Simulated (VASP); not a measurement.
A run of VASP 6.6.1 is set up as follows.

Contents of INCAR:

```
SYSTEM = Ti
PREC = Accurate ; ENCUT = 520
EDIFF = 1E-6 ; ISMEAR = 0
SIGMA = 0.15 ; LREAL = .FALSE.
LASPH = .TRUE. ; NELM = 100
ALGO = Normal ; ISIF = 2
LWAVE = .FALSE. ; LCHARG = .TRUE.
GGA = PE ; LELF = .TRUE.
LVHAR = .TRUE. ; NBANDS = 12
```

The input KPOINTS:

```
Automatic mesh
0
G
  20 20 20
  0 0 0
```

Contents of POSCAR:

```
Ti
1.0
    0.0000000000      1.9263022535      2.2479947298
    1.9263022535      0.0000000000      2.2479947298
    1.9263022535      1.9263022535      0.0000000000
Ti
1
Direct
    0.0000000000      0.0000000000      0.0000000000
```

Potentials or basis: VASP PAW PBE potentials, release 64 (Ti_sv).

Run with:

```sh
$ cat potpaw_PBE.64/Ti_sv/POTCAR > POTCAR
$ mpirun -np 1 vasp_std > vasp.out
```

Task: Estimate the band gap on the k mesh.

Result: Zero (band 6 reaches 9.28 eV, above the bottom of band 7 at 7.92 eV).

Task: What does it give for the pressure?

Result: 4.0 GPa.

Stress tensor (GPa, compression positive):
```
5.62 0.00 0.00
0.00 5.62 0.00
0.00 0.00 0.78
```
